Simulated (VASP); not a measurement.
Write the native input for VASP 6.6.1 that does the following.

- Task: electric field gradients
- Functional: PBE
- Potentials or basis: VASP PAW PBE potentials, release 64 (Si, C)
- Cutoff: 520 eV
- k mesh: 10 × 10 × 2
- Occupations: fermi-dirac, width 0.02 eV
- Spin: no spin polarisation
- Dipole correction: no
- Further INCAR settings: ALGO = Normal; EDIFF = 1e-08; NBANDS = 36

The structure of SiC lies in POSCAR:

```
SiC
1.0
    3.0810000000      0.0000000000      0.0000000000
   -1.5405000000      2.6682242691      0.0000000000
    0.0000000000      0.0000000000     15.1248000000
Si C
6 6
Direct
    0.0000000000      0.0000000000      0.0000000000
    0.0000000000      0.0000000000      0.5000000000
    0.3333333333      0.6666666667      0.1664000000
    0.6666666667      0.3333333333      0.6664000000
    0.6666666667      0.3333333333      0.3329000000
    0.3333333333      0.6666666667      0.8329000000
    0.3333333333      0.6666666667      0.0412000000
    0.6666666667      0.3333333333      0.5412000000
    0.6666666667      0.3333333333      0.2080000000
    0.3333333333      0.6666666667      0.7080000000
    0.0000000000      0.0000000000      0.3746000000
    0.0000000000      0.0000000000      0.8746000000
```

These files were run (other wordings do the same):

INCAR

```
SYSTEM = SiC
PREC = Accurate ; ENCUT = 520
EDIFF = 1E-8 ; ISMEAR = -1
SIGMA = 0.02 ; LREAL = .False.
LASPH = .True. ; NELM = 100
ALGO = Normal ; ISIF = 2
LWAVE = .False. ; LCHARG = .False.
GGA = PE ; LEFG = .True.
NBANDS = 36
```

KPOINTS

```
Automatic mesh
0
Gamma
  10 10 2
  0 0 0
```

Potentials or basis: VASP PAW PBE potentials, release 64 (Si, C).

Run with:

```bash
$ cat potpaw_PBE.64/Si/POTCAR potpaw_PBE.64/C/POTCAR > POTCAR
$ mpirun -np 1 vasp_std > vasp.out
```

It gave:

```json
{
 "Pressure": "2.8 GPa",
 "Largest force": "0.175 eV/Å",
 "Band gap on the k mesh": "2.01 eV (least direct gap 3.12 eV)",
 "Largest electric field gradient by atom": "Si +0.3, +2.5, +2.4 (each value once); C +0.7, +0.2, +2.2 (each value once) V/Å²"
}
```

Caveat: without QUAD_EFG the Cq values of the log hold for a quadrupole moment of 1 mb, not for the nuclei.

It took 84 s on 1 thread of Intel(R) Xeon(R) Platinum 8488C (Sapphire Rapids), with other jobs on the host, peak memory 0.28 GiB.
